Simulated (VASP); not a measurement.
Al2GaN3, 12 atoms in the cell. Symmetry: Cm, No. 8, monoclinic system. Conventional cell: a = 11.934 Å, b = 3.256 Å, c = 7.235 Å, α = 90.00°, β = 105.59°, γ = 90.00°. Within 2.5 Å of Al (site symmetry m) lie 4 N at 1.92 to 1.95 Å. Within 2.5 Å of Al (site symmetry m) lie 4 N at 1.90 to 1.94 Å. Within 2.5 Å of Al (site symmetry m) lie 4 N at 1.90 to 1.96 Å. Al (site symmetry m) has 4 N at 1.90 to 1.94 Å within 2.5 Å. Ga (site symmetry m) has 4 N at 1.96 to 2.00 Å within 2.6 Å. Within 2.6 Å of Ga (site symmetry m) lie 4 N at 1.96 to 2.00 Å. N (site symmetry m) has 3 Al at 1.90 to 1.94 Å and 1 Ga at 2.00 Å within 2.5 Å. Within 2.5 Å of N (site symmetry m) lie 3 Al at 1.90 to 1.94 Å and 1 Ga at 2.00 Å. 

| Quantity | Value |
| --- | --- |
| Program | VASP 6.6.1 |
| Task | single point |
| Functional | r2SCAN |
| Potentials or basis | VASP PAW PBE potentials, release 64 (Al, Ga_d, N) |
| Cutoff | 520 eV |
| k mesh | 8 × 8 × 4 |
| Occupations | gaussian, width 0.02 eV |
| Spin | no spin polarisation |
| Dipole correction | no |
| Further INCAR settings | ALGO = Normal; EDIFF = 1e-06; NBANDS = 46 |

Potentials or basis: VASP PAW PBE potentials, release 64 (Al, Ga_d, N).

Command:

```sh
$ cat potpaw_PBE.64/Al/POTCAR potpaw_PBE.64/Ga_d/POTCAR potpaw_PBE.64/N/POTCAR > POTCAR
$ cp INCAR.step1 INCAR
$ mpirun -np 1 vasp_std > vasp.out
$ cp INCAR.step2 INCAR
$ mpirun -np 1 vasp_std > vasp.out
```

Hardware: 1 thread of Intel(R) Xeon(R) Platinum 8488C (Sapphire Rapids), with other jobs on the host.

Problem. Estimate the wall time of this run.

Solution. Run time: 43 min on 1 thread of Intel(R) Xeon(R) Platinum 8488C (Sapphire Rapids), with other jobs on the host, peak memory 0.64 GiB. Counts: k points 78.
